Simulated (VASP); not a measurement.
# Ti in VASP: settings compared

The runs below take Ti through single point, with PBE, revPBE+D3(BJ), r2SCAN+D3(BJ), PBEsol.

All numbers are computed with VASP 6.6.1; they aren't measurements. Logs are shortened: lines on timing, memory, paths and dates and some standing lists are left out, and cuts for length are marked.

## Step 1: The cell of the first run

The typed cell holds 2 atoms: a = 2.950 Å, b = 2.950 Å, c = 4.680 Å, α = 90.00°, β = 90.00°, γ = 120.00°.

## Step 2: Single point, PBE (atoms moved at random)

Input file INCAR:

```
SYSTEM = Ti
ALGO     = Fast           ! electronic algorithm
EDIFF    = 1E-7           ! SCF threshold, eV
ENCUT    = 520            ! plane-wave cutoff, eV
GGA      = PE             ! functional
ISIF     = 2              ! what is computed and relaxed
ISMEAR   = -1             ! smearing method
LASPH    = .TRUE.         ! aspherical terms in the spheres
LCHARG   = .FALSE.        ! write CHGCAR
LREAL    = .FALSE.        ! projectors in reciprocal space
LWAVE    = .FALSE.        ! write WAVECAR
NBANDS   = 19             ! bands
NELM     = 100            ! most SCF steps
PREC     = Accurate       ! precision mode
SIGMA    = 0.05           ! smearing width, eV
```

Input file KPOINTS:

```
k-points
0
G
  10 10 6
  0 0 0
```

Input file POSCAR:

```
Ti
1.0
    2.9500000000      0.0000000000      0.0000000000
   -1.4750000000      2.5547749412      0.0000000000
    0.0000000000      0.0000000000      4.6800000000
Ti
2
Direct
    0.6861620000      0.3268800000      0.7484870000
    0.3379730000      0.6729080000      0.2487300000
```

Potentials or basis: VASP PAW PBE potentials, release 64 (Ti_sv).

Command:

```sh
> cat potpaw_PBE.64/Ti_sv/POTCAR > POTCAR
> mpirun -np 1 vasp_std > vasp.out
```

OUTCAR:

```text
SYSTEM = Ti
   EDIFF = 1E-7
   ENCUT = 520
   GGA = PE
   ISIF = 2
   ISMEAR = -1
   LASPH = .TRUE.
   LREAL = .FALSE.
   NELM = 100
   PREC = Accurate

 ion  position               nearest neighbor table
   1  0.686  0.327  0.748-   2 2.87   2 2.87   2 2.87   2 2.88
   2  0.338  0.673  0.249-   1 2.87   1 2.87   1 2.87   1 2.88

  LATTYP: Found a hexagonal cell.
 ALAT       =     2.9500000000
 C/A-ratio  =     1.5864406780

  Lattice vectors:

 A1 = (   2.9500000000,   0.0000000000,   0.0000000000)
 A2 = (  -1.4750000000,   2.5547749412,   0.0000000000)
 A3 = (   0.0000000000,   0.0000000000,   4.6800000000)

Analysis of symmetry for initial positions (statically):
=====================================================================
 Subroutine PRICEL returns:
 Original cell was already a primitive cell.

 Routine SETGRP: Setting up the symmetry group for a
 hexagonal supercell.

 Subroutine GETGRP returns: Found  2 space group operations
 (whereof  1 operations were pure point group operations)
 out of a pool of 24 trial point group operations.

The static configuration has the point symmetry C_1 .
 The point group associated with its full space group is S_2 .

Analysis of symmetry for dynamics (positions and initial velocities):
=====================================================================
 Subroutine PRICEL returns:
 Original cell was already a primitive cell.

 Routine SETGRP: Setting up the symmetry group for a
 hexagonal supercell.

 Subroutine GETGRP returns: Found  2 space group operations
 (whereof  1 operations were pure point group operations)
 out of a pool of 24 trial point group operations.

The dynamic configuration has the point symmetry C_1 .
 The point group associated with its full space group is S_2 .

 Subroutine INISYM returns: Found  2 space group operations
 (whereof  1 operations are pure point group operations),
 and found     1 'primitive' translations

----------------------------------------------------------------------------------------

                                     Primitive cell

  volume of cell :      35.2712

  direct lattice vectors                    reciprocal lattice vectors
     2.950000000  0.000000000  0.000000000     0.338983051  0.195711956  0.000000000
    -1.475000000  2.554774941  0.000000000     0.000000000  0.391423911  0.000000000
     0.000000000  0.000000000  4.680000000     0.000000000  0.000000000  0.213675214

  length of vectors
     2.950000000  2.950000000  4.680000000     0.391423911  0.391423911  0.213675214

  position of ions in fractional coordinates (direct lattice)
     0.686162000  0.326880000  0.748487000
     0.337973000  0.672908000  0.248730000

  ion indices of the primitive-cell ions
   primitive index   ion index
                 1           1
                 2           2

----------------------------------------------------------------------------------------

 KPOINTS: k-points

Automatic generation of k-mesh.
 Grid dimensions read from file:
 generate k-points for:   10   10    6

 Generating k-lattice:

  Cartesian coordinates                     Fractional coordinates (reciprocal lattice)
     0.033898305  0.019571196  0.000000000     0.100000000 -0.000000000  0.000000000
     0.000000000  0.039142391  0.000000000     0.000000000  0.100000000  0.000000000
     0.000000000  0.000000000  0.035612536     0.000000000  0.000000000  0.166666667

  Length of vectors
     0.039142391  0.039142391  0.035612536

  Shift w.r.t. Gamma in fractional coordinates (k-lattice)
     0.000000000  0.000000000  0.000000000

 Subroutine IBZKPT returns following result:
 ===========================================

 Found    304 irreducible k-points:

 Following reciprocal coordinates:
            Coordinates               Weight
  0.000000  0.000000  0.000000      1.000000
  0.100000  0.000000  0.000000      2.000000
  0.000000  0.100000  0.000000      2.000000
 -0.100000  0.100000  0.000000      2.000000
  0.200000  0.000000  0.000000      2.000000
  0.000000  0.200000  0.000000      2.000000
[... 16 lines left out ...]
 -0.200000  0.300000  0.000000      2.000000
  0.100000  0.200000  0.000000      2.000000
 [... further k-points ...]
   k-points           NKPTS =    304   k-points in BZ     NKDIM =    304   number of bands    NBANDS=     19
   number of dos      NEDOS =    301   number of ions     NIONS =      2
   total plane-waves  NPLWV =  20736
   dimension x,y,z NGX =    24 NGY =   24 NGZ =   36
   dimension x,y,z NGXF=    48 NGYF=   48 NGZF=   72
   ions per type =               2
   NGX,Y,Z   is equivalent  to a cutoff of  13.53, 13.53, 12.79 a.u.
   NGXF,Y,Z  is equivalent  to a cutoff of  27.05, 27.05, 25.58 a.u.
 SYSTEM =  Ti
   PREC   = accura    normal or accurate (medium, high low for compatibility)
   ISTART =      0    job   : 0-new  1-cont  2-samecut
   ICHARG =      2    charge: 1-file 2-atom 10-const
   ISPIN  =      1    spin polarized calculation?
   LNONCOLLINEAR =      F non collinear calculations
   LSORBIT =      F    spin-orbit coupling
   LASPH  =      T    aspherical Exc in radial PAW
   ENCUT  =  520.0 eV  38.22 Ry    6.18 a.u.   5.49  5.49  8.70*2*pi/ulx,y,z
   NELM   =    100;   NELMIN=  2; NELMDL= -5     # of ELM steps
   EDIFF  = 0.1E-06   stopping-criterion for ELM
   LREAL  =      F    real-space projection
   EDIFFG = 0.1E-05   stopping-criterion for IOM
   NSW    =      0    number of steps for IOM
   IBRION =     -1    ionic relax: 0-MD 1-quasi-New 2-CG
   NFREE  =      0    steps in history (QN), initial steepest desc. (CG)
   ISIF   =      2    stress and relaxation
   ISYM   =      2    0-nonsym 1-usesym 2-fastsym
   POTIM  = 0.5000    time-step for ionic-motion
   TEBEG  =    0.0;   TEEND  =   0.0 temperature during run
   PSTRESS=    0.0 pullay stress
   NELECT =      24.0000    total number of electrons
   NUPDOWN=      -1.0000    fix difference up-down
   EMIN   =  10.00;   EMAX   =-10.00  energy-range for DOS
   EFERMI =   0.00;   METHOD = LEGACY
   ISMEAR =    -1;   SIGMA  =   0.05  broadening in eV -4-tet -1-fermi 0-gaus
   EFERMI_NEDOS =   21; number of points for ismear=-14 and -15
   IALGO  =     68    algorithm
   IMIX   =      4    mixing-type and parameters
     AMIX     =   0.40;   BMIX     =  1.00
     AMIX_MAG =   1.60;   BMIX_MAG =  1.00
  volume/ion in A,a.u.               =      17.64       119.01
  Fermi-wavevector in a.u.,A,eV,Ry     =   1.439920  2.721055 28.209912  2.073370
  Thomas-Fermi vector in A             =   2.558722
   LORBIT       =      0    0 simple, 1 ext, 2 COOP (PROOUT), +10 PAW based schemes
   GGA     = PE    functional components
   LHFCALC =     F    Hartree Fock is set to
   AEXX    =    0.0000 exact exchange contribution
   IVDW    =     0    specifies the selected vdW correction
   LEPSILON=     F    determine dielectric tensor
   LRPA    =     F    only Hartree local field effects (RPA)
 non-spin polarized calculation
 RMM-DIIS sequential band-by-band and
  energy-cutoff  :      520.00
  volume of cell :       35.27
 maximum number of plane-waves:       973
 NGX is ok and might be reduce to    24
   NGX = 11   NGY = 11   NGZ = 17

 number of electron      24.0000000 magnetization

 Free energy of the ion-electron system (eV)
  ---------------------------------------------------
  ext. energy  EPLUGINS =         0.00000000
  ---------------------------------------------------
  free energy    TOTEN  =       -15.67196498 eV

  energy without entropy =      -15.65183841  energy(sigma->0) =      -15.66190169

 E-fermi :   8.1637     XC(G=0): -11.4257

 val. band max:        8.1636386027   @ k =   0.1000  -0.2000   0.1667
 cond. band min:       8.1645660420   @ k =   0.3000   0.2000   0.5000
 fundamental gap:      0.0009274393
 Fermi energy:         8.1637210094

 k-point     1 :       0.0000    0.0000    0.0000
  band No.  band energies     occupation
      1     -48.7111      2.00000
      2     -48.5829      2.00000
      3     -25.2811      2.00000
      4     -24.6768      2.00000
      5     -24.6578      2.00000
      6     -24.6071      2.00000
[... 11 lines left out ...]
     18       9.9050      0.00000
     19      11.1407      0.00000

 k-point     2 :       0.1000    0.0000    0.0000
  band No.  band energies     occupation
      1     -48.7018      2.00000
      2     -48.5794      2.00000
      3     -25.2598      2.00000
      4     -24.7158      2.00000
      5     -24.6753      2.00000
      6     -24.6165      2.00000
[... 11 lines left out ...]
     18       9.7396      0.00000
     19      11.2750      0.00000

 k-point     3 :       0.0000    0.1000    0.0000
  band No.  band energies     occupation
      1     -48.7018      2.00000
      2     -48.5794      2.00000
      3     -25.2599      2.00000
      4     -24.7153      2.00000
      5     -24.6757      2.00000
      6     -24.6164      2.00000
[... 11 lines left out ...]
     18       9.7402      0.00000
     19      11.2808      0.00000

 k-point     4 :      -0.1000    0.1000    0.0000
  band No.  band energies     occupation
      1     -48.7022      2.00000
      2     -48.5790      2.00000
      3     -25.2615      2.00000
      4     -24.7011      2.00000
      5     -24.6900      2.00000
      6     -24.6219      2.00000
[... 11 lines left out ...]
     18       9.7493      0.00000
     19      11.4450      0.00000

 k-point     5 :       0.2000    0.0000    0.0000
  band No.  band energies     occupation
      1     -48.6767      2.00000
      2     -48.5710      2.00000
      3     -25.2002      2.00000
      4     -24.8249      2.00000
      5     -24.7271      2.00000
      6     -24.7124      2.00000
[... 11 lines left out ...]
     18      10.0679      0.00000
     19      11.4400      0.00000
[... 334 lines left out ...]
      2     -48.5641      2.00000
      3     -25.1516      2.00000
      4     -24.8917      2.00000
      5     -24.8344      2.00000
      6     -24.7301      2.00000
[... 11 lines left out ...]
     18      10.6221      0.00000
     19      11.5330      0.00000

 k-point    22 :      -0.3000    0.2000    0.0000
  band No.  band energies     occupation
      1     -48.6575      2.00000
      2     -48.5630      2.00000
      3     -25.1571      2.00000
      4     -24.8876      2.00000
      5     -24.8375      2.00000
      6     -24.7332      2.00000
[... 11 lines left out ...]
     18      10.6434      0.00000
     19      11.5542      0.00000

 k-point    23 :      -0.2000    0.3000    0.0000
  band No.  band energies     occupation
      1     -48.6576      2.00000
      2     -48.5630      2.00000
      3     -25.1575      2.00000
      4     -24.8875      2.00000
      5     -24.8374      2.00000
      6     -24.7336      2.00000
[... 11 lines left out ...]
     18      10.6407      0.00000
     19      11.5596      0.00000

 k-point    24 :       0.1000    0.2000    0.0000
  band No.  band energies     occupation
      1     -48.6548      2.00000
      2     -48.5657      2.00000
      3     -25.1439      2.00000
      4     -24.8947      2.00000
      5     -24.8353      2.00000
      6     -24.7233      2.00000
[... 11 lines left out ...]
     18      10.6834      0.00000
     19      11.4270      0.00000

 [... further k-points ...]
[... 5 lines left out ...]
  --------------------------------------------------------------------------------------
  -------------------------------------------------------------------------------------
  Total       -0.4406015     -0.2817379     -0.4291357      0.1543780      0.0001523     -0.0003388
  in kB      -20.0140965    -12.7977995    -19.4932725      7.0125426      0.0069167     -0.0153881
  external PRESSURE =     -17.4350562 kB  Pullay stress =       0.0000000 kB

 VOLUME and BASIS-vectors are now :
 -----------------------------------------------------------------------------
  energy-cutoff  :      520.00
  volume of cell :       35.27
      direct lattice vectors                 reciprocal lattice vectors
     2.950000000  0.000000000  0.000000000     0.338983051  0.195711956  0.000000000
    -1.475000000  2.554774941  0.000000000     0.000000000  0.391423911  0.000000000
     0.000000000  0.000000000  4.680000000     0.000000000  0.000000000  0.213675214

 POSITION                                       TOTAL-FORCE (eV/Angst)
 -----------------------------------------------------------------------------------
      1.54203      0.83510      3.50292        -0.094812      0.048609      0.003010
      0.00448      1.71913      1.16406         0.094812     -0.048609     -0.003010
 -----------------------------------------------------------------------------------
    total drift:                               -0.000016     -0.000001     -0.000048

  FREE ENERGIE OF THE ION-ELECTRON SYSTEM (eV)
  ---------------------------------------------------
  free  energy   TOTEN  =       -15.6719649763 eV

  energy  without entropy=      -15.6518384112  energy(sigma->0) =      -15.66190169
```

It took 14 min on 1 thread of AMD EPYC 7R43 (Zen 3), shared host; peak memory 0.24 GiB.

Results:

```yaml
Free_energy: -15.6720 eV
Pressure: -1.7 GPa
Largest_force: 0.107 eV/Å
Band_gap_on_the_k_mesh: zero (band 12 reaches 8.91 eV, above the bottom of band 13 at 7.92 eV)
```

Forces on the atoms (eV/Å):
```
Ti  -0.095  0.049  0.003
Ti   0.095 -0.049 -0.003
```

Levels at points of the mesh, in eV from the Fermi level:
```tsv
k point	band 9	band 10	band 11	band 12	band 13	band 14	band 15	band 16
(0.00, 0.00, 0.00)	-6.16	-2.64	0.73	0.75	0.81	0.84	1.25	1.31
(0.50, 0.00, 0.00)	-2.28	-2.10	-1.74	-0.64	0.49	0.54	1.12	3.28
(0.00, 0.50, 0.00)	-2.28	-2.10	-1.74	-0.64	0.50	0.55	1.12	3.28
(0.50, 0.50, 0.00)	-2.38	-2.10	-1.89	-0.60	0.46	0.83	1.22	3.32
(0.00, 0.00, 0.50)	-4.33	-4.33	0.08	0.09	0.67	0.67	0.71	0.71
(0.50, 0.00, 0.50)	-2.51	-2.51	-0.78	-0.77	1.29	1.29	1.74	1.74
(0.00, 0.50, 0.50)	-2.51	-2.51	-0.78	-0.78	1.29	1.29	1.74	1.75
(0.50, 0.50, 0.50)	-2.45	-2.45	-0.83	-0.83	1.29	1.29	1.70	1.71
```

Caveat: the cell differs from its parent crystal (atoms moved at random).

## Step 3: Single point, revPBE+D3(BJ)

Input file INCAR:

```
PREC = Accurate
ENCUT = 520
EDIFF = 1E-7
ISMEAR = -1
SIGMA = 0.1
LREAL = F
LASPH = T
NELM = 100
ALGO = Fast
ISIF = 2
LWAVE = F
LCHARG = F
GGA = RE
IVDW = 12
NBANDS = 19
```

Input file KPOINTS:

```
Automatic mesh
0
Gamma
  10 10 6
```

Input file POSCAR:

```
Ti
1.0
    2.9500000000      0.0000000000      0.0000000000
   -1.4750000000      2.5547749412      0.0000000000
    0.0000000000      0.0000000000      4.6800000000
Ti
2
Direct
    0.6666666667      0.3333333333      0.7500000000
    0.3333333333      0.6666666667      0.2500000000
```

Potentials or basis: VASP PAW PBE potentials, release 64 (Ti_sv).

Command:

```sh
> cat potpaw_PBE.64/Ti_sv/POTCAR > POTCAR
> mpirun -np 1 vasp_std > vasp.out
```

Run time: 53 s. Hardware: 1 thread of Intel Xeon 6975P-C (Granite Rapids), shared host; peak memory 0.17 GiB.

It converged, with:

* Free energy: -17.2767 eV
* Pressure: -10.1 GPa
* Band gap on the k mesh: zero (band 12 reaches 9.04 eV, above the bottom of band 13 at 8.02 eV)
* Dispersion energy per atom: -1.101 eV

Stress tensor (GPa, compression positive):
```
-10.02   0.00   0.00
  0.00 -10.02   0.00
  0.00   0.00 -10.31
```

Levels at points of the mesh, in eV from the Fermi level:
| k point | band 9 | band 10 | band 11 | band 12 | band 13 | band 14 | band 15 | band 16 |
| --- | --- | --- | --- | --- | --- | --- | --- | --- |
| (0.00, 0.00, 0.00) | -6.17 | -2.63 | 0.71 | 0.80 | 0.80 | 0.90 | 1.28 | 1.28 |
| (0.50, 0.00, 0.00) | -2.31 | -2.09 | -1.78 | -0.63 | 0.52 | 0.64 | 1.18 | 3.30 |
| (0.00, 0.00, 0.50) | -4.33 | -4.33 | 0.10 | 0.10 | 0.71 | 0.71 | 0.71 | 0.71 |
| (0.50, 0.00, 0.50) | -2.48 | -2.48 | -0.78 | -0.78 | 1.30 | 1.30 | 1.74 | 1.74 |

Caveat: the PAW data sets were made with another functional, which shifts forces and pressure a little; pairwise dispersion overbinds metals, which lowers pressure and volume.

[end of part 1 of 2]
